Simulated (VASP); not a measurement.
# PbS (P-6m2) in VASP: single point with PBEsol

Aim: the single point of PbS with PBEsol.

Everything below comes from runs of VASP 6.6.1. Logs are shortened: lines on timing, memory, paths and dates and some standing lists are left out, and cuts for length are marked.

### Step 1. The cell of the first run

Symmetry: P-6m2, No. 187, hexagonal system. The conventional cell has a = 4.090 Å, b = 4.090 Å, c = 3.788 Å, α = 90.00°, β = 90.00°, γ = 120.00°. Pb (site symmetry -6m2) has 6 S at 3.03 Å and 2 Pb at 3.79 Å within 4.0 Å. Within 4.0 Å of S (site symmetry -6m2) lie 6 Pb at 3.03 Å and 2 S at 3.79 Å.

### Step 2. Single point, PBEsol

File INCAR:

```
SYSTEM = PbS
  PREC = Accurate
  ENCUT = 500
  EDIFF = 1E-6
  ISMEAR = -1
  SIGMA = 0.05
  LREAL = .FALSE.
  LASPH = .TRUE.
  NELM = 120
  ALGO = Normal
  ISIF = 2
  LWAVE = .FALSE.
  LCHARG = .TRUE.
  GGA = PS
  LELF = .TRUE.
  LVHAR = .TRUE.
  NBANDS = 17
  GGA_COMPAT = .FALSE.
```

File KPOINTS:

```
Automatic mesh
0
G
  3 3 4
  0 0 0
```

File POSCAR:

```
PbS
1.0
    4.0896976900      0.0000000000      0.0000000000
   -2.0448488400      3.5417820900      0.0000000000
    0.0000000000      0.0000000000      3.7881670000
Pb S
1 1
Direct
    0.0000000000      0.0000000000      0.0000000000
    0.6666666685      0.3333333305      0.5000000000
```

Potentials or basis: VASP PAW PBE potentials, release 64 (Pb_d, S).

Run with:

```bash
$ cat potpaw_PBE.64/Pb_d/POTCAR potpaw_PBE.64/S/POTCAR > POTCAR
$ mpirun -np 1 vasp_std > vasp.out
```

OUTCAR:

```text
SYSTEM = PbS
   PREC = Accurate
   ENCUT = 500
   EDIFF = 1E-6
   ISMEAR = -1
   LREAL = .FALSE.
   LASPH = .TRUE.
   NELM = 120
   ISIF = 2
   GGA = PS

 ion  position               nearest neighbor table
   1  0.000  0.000  0.000-   2 3.03   2 3.03   2 3.03   2 3.03   2 3.03   2 3.03
   2  0.667  0.333  0.500-   1 3.03   1 3.03   1 3.03   1 3.03   1 3.03   1 3.03

  LATTYP: Found a hexagonal cell.
 ALAT       =     4.0896976900
 C/A-ratio  =     0.9262706653

  Lattice vectors:

 A1 = (   4.0896976900,   0.0000000000,   0.0000000000)
 A2 = (  -2.0448488400,   3.5417820900,   0.0000000000)
 A3 = (   0.0000000000,   0.0000000000,   3.7881670000)

Analysis of symmetry for initial positions (statically):
=====================================================================
 Subroutine PRICEL returns:
 Original cell was already a primitive cell.

 Routine SETGRP: Setting up the symmetry group for a
 hexagonal supercell.

 Subroutine GETGRP returns: Found 12 space group operations
 (whereof 12 operations were pure point group operations)
 out of a pool of 24 trial point group operations.

The static configuration has the point symmetry D_3h.

Analysis of symmetry for dynamics (positions and initial velocities):
=====================================================================
 Subroutine PRICEL returns:
 Original cell was already a primitive cell.

 Routine SETGRP: Setting up the symmetry group for a
 hexagonal supercell.

 Subroutine GETGRP returns: Found 12 space group operations
 (whereof 12 operations were pure point group operations)
 out of a pool of 24 trial point group operations.

The dynamic configuration has the point symmetry D_3h.

 Subroutine INISYM returns: Found 12 space group operations
 (whereof 12 operations are pure point group operations),
 and found     1 'primitive' translations

----------------------------------------------------------------------------------------

                                     Primitive cell

  volume of cell :      54.8709

  direct lattice vectors                    reciprocal lattice vectors
     4.089697690  0.000000000  0.000000000     0.244516851  0.141171869  0.000000000
    -2.044848840  3.541782090  0.000000000     0.000000000  0.282343740  0.000000000
     0.000000000  0.000000000  3.788167000     0.000000000  0.000000000  0.263979914

  length of vectors
     4.089697690  4.089697685  3.788167000     0.282343739  0.282343740  0.263979914

  position of ions in fractional coordinates (direct lattice)
     0.000000000  0.000000000  0.000000000
     0.666666668  0.333333330  0.500000000

  ion indices of the primitive-cell ions
   primitive index   ion index
                 1           1
                 2           2

----------------------------------------------------------------------------------------

 KPOINTS: Automatic mesh

Automatic generation of k-mesh.
 Grid dimensions read from file:
 generate k-points for:    3    3    4

 Generating k-lattice:

  Cartesian coordinates                     Fractional coordinates (reciprocal lattice)
     0.081505617  0.047057290  0.000000000     0.333333333  0.000000000  0.000000000
     0.000000000  0.094114580  0.000000000     0.000000000  0.333333333  0.000000000
     0.000000000  0.000000000  0.065994979     0.000000000  0.000000000  0.250000000

  Length of vectors
     0.094114580  0.094114580  0.065994979

  Shift w.r.t. Gamma in fractional coordinates (k-lattice)
     0.000000000  0.000000000  0.000000000

 Subroutine IBZKPT returns following result:
 ===========================================

 Found      9 irreducible k-points:

 Following reciprocal coordinates:
            Coordinates               Weight
  0.000000  0.000000  0.000000      1.000000
  0.333333 -0.000000  0.000000      6.000000
  0.333333  0.333333  0.000000      2.000000
  0.000000  0.000000  0.250000      2.000000
  0.333333 -0.000000  0.250000     12.000000
  0.333333  0.333333  0.250000      4.000000
  0.000000  0.000000  0.500000      1.000000
  0.333333 -0.000000  0.500000      6.000000
  0.333333  0.333333  0.500000      2.000000
   k-points           NKPTS =      9   k-points in BZ     NKDIM =      9   number of bands    NBANDS=     17
   number of dos      NEDOS =    301   number of ions     NIONS =      2
   total plane-waves  NPLWV =  25200
   dimension x,y,z NGX =    30 NGY =   30 NGZ =   28
   dimension x,y,z NGXF=    60 NGYF=   60 NGZF=   56
   ions per type =               1   1
   NGX,Y,Z   is equivalent  to a cutoff of  12.19, 12.19, 12.29 a.u.
   NGXF,Y,Z  is equivalent  to a cutoff of  24.39, 24.39, 24.58 a.u.
 SYSTEM =  PbS
   PREC   = accura    normal or accurate (medium, high low for compatibility)
   ISTART =      0    job   : 0-new  1-cont  2-samecut
   ICHARG =      2    charge: 1-file 2-atom 10-const
   ISPIN  =      1    spin polarized calculation?
   LNONCOLLINEAR =      F non collinear calculations
   LSORBIT =      F    spin-orbit coupling
   LASPH  =      T    aspherical Exc in radial PAW
   ENCUT  =  500.0 eV  36.75 Ry    6.06 a.u.   7.46  7.46  6.91*2*pi/ulx,y,z
   NELM   =    120;   NELMIN=  2; NELMDL= -5     # of ELM steps
   EDIFF  = 0.1E-05   stopping-criterion for ELM
   LREAL  =      F    real-space projection
   EDIFFG = 0.1E-04   stopping-criterion for IOM
   NSW    =      0    number of steps for IOM
   IBRION =     -1    ionic relax: 0-MD 1-quasi-New 2-CG
   NFREE  =      0    steps in history (QN), initial steepest desc. (CG)
   ISIF   =      2    stress and relaxation
   ISYM   =      2    0-nonsym 1-usesym 2-fastsym
   POTIM  = 0.5000    time-step for ionic-motion
   TEBEG  =    0.0;   TEEND  =   0.0 temperature during run
   PSTRESS=    0.0 pullay stress
   NELECT =      20.0000    total number of electrons
   NUPDOWN=      -1.0000    fix difference up-down
   EMIN   =  10.00;   EMAX   =-10.00  energy-range for DOS
   EFERMI =   0.00;   METHOD = LEGACY
   ISMEAR =    -1;   SIGMA  =   0.05  broadening in eV -4-tet -1-fermi 0-gaus
   EFERMI_NEDOS =   21; number of points for ismear=-14 and -15
   IALGO  =     38    algorithm
   IMIX   =      4    mixing-type and parameters
     AMIX     =   0.40;   BMIX     =  1.00
     AMIX_MAG =   1.60;   BMIX_MAG =  1.00
  volume/ion in A,a.u.               =      27.44       185.14
  Fermi-wavevector in a.u.,A,eV,Ry     =   1.169421  2.209885 18.606576  1.367545
  Thomas-Fermi vector in A             =   2.305894
   LORBIT       =      0    0 simple, 1 ext, 2 COOP (PROOUT), +10 PAW based schemes
   GGA     = PS    functional components
   LHFCALC =     F    Hartree Fock is set to
   AEXX    =    0.0000 exact exchange contribution
   IVDW    =     0    specifies the selected vdW correction
   LEPSILON=     F    determine dielectric tensor
   LRPA    =     F    only Hartree local field effects (RPA)
 non-spin polarized calculation
  energy-cutoff  :      500.00
  volume of cell :       54.87
 maximum number of plane-waves:      1412
 NGX is ok and might be reduce to    30
   NGX = 15   NGY = 15   NGZ = 13

 number of electron      19.9999998 magnetization

 Free energy of the ion-electron system (eV)
  ---------------------------------------------------
  ext. energy  EPLUGINS =         0.00000000
  ---------------------------------------------------
  free energy    TOTEN  =        -9.20514861 eV

  energy without entropy =       -9.20057716  energy(sigma->0) =       -9.20286288

 E-fermi :   5.0361     XC(G=0):  -9.6582

 val. band max:        5.0117266249   @ k =   0.0000   0.0000   0.5000
 cond. band min:       5.1084645028   @ k =   0.3333   0.3333   0.0000
 fundamental gap:      0.0967378780
 Fermi energy:         5.0361461385

 k-point     1 :       0.0000    0.0000    0.0000
  band No.  band energies     occupation
      1     -11.7799      2.00000
      2     -11.7252      2.00000
      3     -11.7252      2.00000
      4     -11.6492      2.00000
      5     -11.6492      2.00000
      6      -8.1746      2.00000
[... 9 lines left out ...]
     16      16.0279      0.00000
     17      16.0303      0.00000

 k-point     2 :       0.3333   -0.0000    0.0000
  band No.  band energies     occupation
      1     -11.7681      2.00000
      2     -11.7358      2.00000
      3     -11.6768      2.00000
      4     -11.6741      2.00000
      5     -11.6546      2.00000
      6      -7.4364      2.00000
[... 9 lines left out ...]
     16      15.7107      0.00000
     17      16.0816      0.00000

 k-point     3 :       0.3333    0.3333    0.0000
  band No.  band energies     occupation
      1     -11.7460      2.00000
      2     -11.7232      2.00000
      3     -11.6873      2.00000
      4     -11.6762      2.00000
      5     -11.6675      2.00000
      6      -6.9061      2.00000
[... 9 lines left out ...]
     16      13.8657      0.00000
     17      13.8852      0.00000

 k-point     4 :       0.0000    0.0000    0.2500
  band No.  band energies     occupation
      1     -11.7210      2.00000
      2     -11.7210      2.00000
      3     -11.7182      2.00000
      4     -11.6726      2.00000
      5     -11.6726      2.00000
      6      -7.7346      2.00000
[... 9 lines left out ...]
     16      13.5174      0.00000
     17      13.5174      0.00000

 k-point     5 :       0.3333   -0.0000    0.2500
  band No.  band energies     occupation
      1     -11.7479      2.00000
      2     -11.7161      2.00000
      3     -11.6848      2.00000
      4     -11.6811      2.00000
      5     -11.6729      2.00000
      6      -7.0761      2.00000
[... 9 lines left out ...]
     16      14.8002      0.00000
     17      16.4188      0.00000

 k-point     6 :       0.3333    0.3333    0.2500
  band No.  band energies     occupation
      1     -11.7426      2.00000
      2     -11.6972      2.00000
      3     -11.6962      2.00000
      4     -11.6847      2.00000
      5     -11.6802      2.00000
      6      -6.6492      2.00000
[... 9 lines left out ...]
     16      16.7611      0.00000
     17      17.1059      0.00000

 k-point     7 :       0.0000    0.0000    0.5000
  band No.  band energies     occupation
      1     -11.7164      2.00000
      2     -11.7164      2.00000
      3     -11.6961      2.00000
      4     -11.6961      2.00000
      5     -11.6574      2.00000
      6      -7.0744      2.00000
[... 9 lines left out ...]
     16      13.7273      0.00000
     17      13.7273      0.00000

 k-point     8 :       0.3333   -0.0000    0.5000
  band No.  band energies     occupation
      1     -11.7652      2.00000
      2     -11.7292      2.00000
      3     -11.7054      2.00000
      4     -11.6710      2.00000
      5     -11.6240      2.00000
      6      -6.6145      2.00000
[... 9 lines left out ...]
     16      15.5128      0.00000
     17      17.2636      0.00000

 k-point     9 :       0.3333    0.3333    0.5000
  band No.  band energies     occupation
      1     -11.7810      2.00000
      2     -11.7265      2.00000
      3     -11.6955      2.00000
      4     -11.6821      2.00000
      5     -11.6145      2.00000
      6      -6.3604      2.00000
[... 9 lines left out ...]
     16      15.9676      0.00000
     17      16.5776      0.00000

------------------------ aborting loop because EDIFF is reached ----------------------------------------

  FORCE on cell =-STRESS in cart. coord.  units (eV):
  Direction    XX          YY          ZZ          XY          YZ          ZX
  --------------------------------------------------------------------------------------
  -------------------------------------------------------------------------------------
  Total       -1.5290827     -1.5290827     -1.3925332     -0.0000000      0.0000000      0.0000000
  in kB      -44.6477310    -44.6477309    -40.6606175     -0.0000001      0.0000000      0.0000000
  external PRESSURE =     -43.3186932 kB  Pullay stress =       0.0000000 kB

 VOLUME and BASIS-vectors are now :
 -----------------------------------------------------------------------------
  energy-cutoff  :      500.00
  volume of cell :       54.87
      direct lattice vectors                 reciprocal lattice vectors
     4.089697690  0.000000000  0.000000000     0.244516851  0.141171869  0.000000000
    -2.044848840  3.541782090  0.000000000     0.000000000  0.282343740  0.000000000
     0.000000000  0.000000000  3.788167000     0.000000000  0.000000000  0.263979914

 POSITION                                       TOTAL-FORCE (eV/Angst)
 -----------------------------------------------------------------------------------
      0.00000      0.00000      0.00000         0.000000      0.000000      0.000000
      2.04485      1.18059      1.89408         0.000000      0.000000      0.000000
 -----------------------------------------------------------------------------------
    total drift:                               -0.000007      0.000005      0.000000

  FREE ENERGIE OF THE ION-ELECTRON SYSTEM (eV)
  ---------------------------------------------------
  free  energy   TOTEN  =        -9.2051486071 eV

  energy  without entropy=       -9.2005771587  energy(sigma->0) =       -9.20286288
```

Wall time 12 s (1 thread of Intel Xeon Platinum 8488C (Sapphire Rapids), shared host); peak memory 0.16 GiB.

Results:

| Quantity | Value |
| --- | --- |
| Free energy | -9.2051 eV |
| Pressure | -4.3 GPa |
| Band gap on the k mesh | zero (band 10 reaches 5.11 eV, above the bottom of band 11 at 4.65 eV) |

Caveat: the k points lie up to 0.59 Å⁻¹ apart; the PAW data sets were made with another functional, which shifts forces and pressure a little; spin-orbit coupling is left out, which moves the levels of the heavy elements.
